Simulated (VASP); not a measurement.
# SiC (Moissanite): single point with PBE

SiC (Moissanite):

```xyz
4
Lattice="3.0918 0.0000 0.0000 -1.5459 2.6776 0.0000 0.0000 0.0000 5.0740" Properties=species:S:1:pos:R:3 pbc="T T T"
Si    0.0000    1.7850    0.0232
Si    1.5459    0.8925    2.5602
C     0.0000    1.7850    1.9302
C     1.5459    0.8925    4.4672
```

```
Program                : VASP 6.6.1
Task                   : single point
Functional             : PBE
Potentials or basis    : VASP PAW PBE potentials, release 64 (Si, C)
Cutoff                 : 520 eV
k mesh                 : 12 × 12 × 6
Occupations            : fermi-dirac, width 0.02 eV
Spin                   : no spin polarisation
Dipole correction      : no
Further INCAR settings : ALGO = Normal; EDIFF = 1e-06; NBANDS = 16
```

| Item | Value |
| --- | --- |
| Pressure | 0.0 GPa |
| Band gap on the k mesh | 2.30 eV, indirect (least direct gap 3.94 eV) |

Levels at points of the mesh, in eV from the valence-band top:
```
           k point  band 4  band 5  band 6  band 7  band 8  band 9  band 10  band 11  band 12  band 13
(0.00, 0.00, 0.00)   -1.31   -1.31   -0.11    0.00    0.00    4.68     6.05     6.58     6.58     7.62
(0.50, 0.00, 0.00)   -6.25   -5.38   -3.29   -3.24   -1.19    2.75     4.21     6.76     7.07     9.91
(0.00, 0.00, 0.50)   -4.41   -0.71   -0.71   -0.71   -0.71    5.76     5.76     7.27     7.27     7.27
(0.50, 0.00, 0.50)   -8.19   -2.42   -2.42   -2.31   -2.31    3.25     3.25     5.19     5.19    10.26
```

Wall time 56 s on 1 thread of AMD EPYC 7R43 64-Core Processor (Zen 3), on a shared host, peak memory 0.14 GiB.

A k mesh can miss the band edges.
